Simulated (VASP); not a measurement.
Set up this calculation in VASP 6.6.1, as the native input.

* Task: single point
* Functional: PBE
* Potentials or basis: VASP PAW PBE potentials, release 64 (Hg)
* Cutoff: 520 eV
* k mesh: 16 × 16 × 16
* Occupations: gaussian, width 0.1 eV
* Spin: no spin polarisation
* Dipole correction: no
* Further INCAR settings: ALGO = Fast; EDIFF = 1e-06; NBANDS = 19

The structure of Hg lies in POSCAR:

```
Hg
1.0
   -3.0644011737      3.0644011737      1.6339221240
    3.0644011737     -3.0644011737      1.6339221240
    3.0644011737      3.0644011737     -1.6339221240
Hg
2
Direct
    0.7500000000      0.2500000000      0.5000000000
    0.0000000000      0.0000000000      0.0000000000
```

These files were run (other wordings do the same):

INCAR

```
  ALGO = Fast
  EDIFF = 1E-6
  ENCUT = 520
  GGA = PE
  ISIF = 2
  ISMEAR = 0
  LASPH = True
  LCHARG = False
  LREAL = False
  LWAVE = False
  NBANDS = 19
  NELM = 80
  PREC = Accurate
  SIGMA = 0.1
```

KPOINTS

```
k-points
0
Gamma
  16 16 16
```

Potentials or basis: VASP PAW PBE potentials, release 64 (Hg).

The run is started by

```console
$ cat potpaw_PBE.64/Hg/POTCAR > POTCAR
$ mpirun -np 1 vasp_std > vasp.out
```

Results of the run:

```json
{
  "Pressure": "-0.5 GPa",
  "Band gap on the k mesh": "zero (bands 12 and 13 overlap by 2.58 eV)"
}
```

Caveat: spin-orbit coupling is left out, which moves the levels of the heavy elements.

Run time: 4.1 min on 1 thread of AMD EPYC 9R45 96-Core Processor (Zen 5) (shared host), peak memory 0.43 GiB.
